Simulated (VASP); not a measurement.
The system is CdF2.

```
Cd F
1.0
     0.00000    2.69418    2.69418
     2.69418    0.00000    2.69418
     2.69418    2.69418    0.00000
Cd F
1 2
Cartesian
  0.0000 0.0000 0.0000
  1.3471 1.3471 1.3471
  4.0413 4.0413 4.0413
```

Program: VASP 6.6.1. Alike in all runs: task single point; potentials or basis VASP PAW PBE potentials, release 64 (Cd, F); no spin polarisation; cell as given; cutoff (eV) 520; smearing gaussian 0.01 eV.

Order these runs on this cell by their band gap on the k mesh, lowest first.
A. level PBE; k mesh 8 × 8 × 8
B. level r2SCAN; k mesh 8 × 8 × 8
C. level HSE06; k mesh 4 × 4 × 4; grid for exact exchange (PRECFOCK) Normal; share of exact exchange 0.25; screening parameter 0.2079 1/Å

A (3.07 eV), B (3.75 eV), C (5.16 eV).

Caveats: some runs use coarse meshes.

A k mesh can miss the band edges.
